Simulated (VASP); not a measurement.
Ge:

```
CELL_PARAMETERS angstrom
3.99759 0.00000 0.00000
-1.99879 3.46201 0.00000
0.00000 0.00000 6.59938
ATOMIC_POSITIONS crystal
Ge 0.33333 0.66667 0.93710
Ge 0.66667 0.33333 0.43710
Ge 0.33333 0.66667 0.56290
Ge 0.66667 0.33333 0.06290
```

This isn't the form of Ge at room conditions, which is diamond.

Base run:

```yaml
Program: VASP 6.6.1
Functional: PBEsol
Potentials_or_basis: VASP PAW PBE potentials, release 64 (Ge_d)
Cutoff: 520 eV
k_mesh: 6 × 6 × 3
Occupations: fermi-dirac, width 0.05 eV
Spin: non-collinear spin, zero start, spin-orbit coupling
Starting_moments: "[[0.0, 0.0, 0.0], [0.0, 0.0, 0.0], [0.0, 0.0, 0.0], [0.0, 0.0, 0.0]] μB"
```

Its results: pressure 0.0 GPa; net moment 0.00 μB per cell.

Task: The run is repeated on the same cell with these changes: functional from PBEsol to LDA; potentials or basis from VASP PAW PBE potentials, release 64 (Ge_d) to VASP PAW LDA potentials, release 64 (Ge_d). What comes out?

Result: Pressure -1.7 GPa; net moment 0.00 μB per cell.

Caveats: the PAW data sets were made with another functional, which shifts forces and pressure a little (at least some runs).
